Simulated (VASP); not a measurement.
Here is a VASP 6.6.1 calculation.

Contents of INCAR:

```
SYSTEM = LiH
ALGO = Normal
EDIFF = 1E-7
ENCUT = 520
ISIF = 2
ISMEAR = 1
LASPH = .TRUE.
LCHARG = .TRUE.
LELF = .TRUE.
LREAL = .FALSE.
LVHAR = .TRUE.
LWAVE = .FALSE.
NBANDS = 9
NELM = 100
PREC = Accurate
SIGMA = 0.1
```

File KPOINTS:

```
k-points
0
G
  8 8 8
  0 0 0
```

The input POSCAR:

```
LiH
1.0
    0.0000000000      2.0723335956      2.0723335956
    2.0723335956      0.0000000000      2.0723335956
    2.0723335956      2.0723335956      0.0000000000
Li H
1 1
Direct
    0.0000000000      0.0000000000      0.0000000000
    0.5000000000      0.5000000000      0.5000000000
```

Potentials or basis: VASP PAW LDA potentials, release 64 (Li_sv, H).

Launch:

```console
$ cat potpaw_LDA.64/Li_sv/POTCAR potpaw_LDA.64/H/POTCAR > POTCAR
$ mpirun -np 1 vasp_std > vasp.out
```

Problem. Predict the band gap on the k mesh.

Solution. 2.69 eV, direct.

 A k mesh can miss the band edges.
